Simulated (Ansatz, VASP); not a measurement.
## One calculation of SnO, two programs

```
Sn O
1.0
     3.29816    0.00000    0.00000
    -1.64908    2.85629    0.00000
     0.00000    0.00000    9.21637
Sn O
2 2
Direct
  0.33333 0.66667 0.99336
  0.66667 0.33333 0.49336
  0.33333 0.66667 0.38164
  0.66667 0.33333 0.88164
```

Alike in both runs: task single point; functional PBE; k mesh 6 × 6 × 2; non-collinear spin, spin-orbit coupling.

|  | VASP | Ansatz |
| --- | --- | --- |
| version | VASP 6.6.1 | Ansatz 0.2.0 |
| potentials or method | VASP PAW PBE potentials, release 64 (Sn_d, O) | plane waves, PAW |
| plane-wave cutoff (eV) | 520 | 420 |
| occupations | gaussian, width 0.01 eV | fixed |
| valence electrons in the cell | 40 | 40 |

```csv
,VASP,Ansatz,Ansatz less VASP
net moment per atom (μB),0.00,0.00,0.000
```

Ansatz's warnings: optics gap not shown off mesh.

The k mesh is coarse, so the values compare programs but aren't converged.
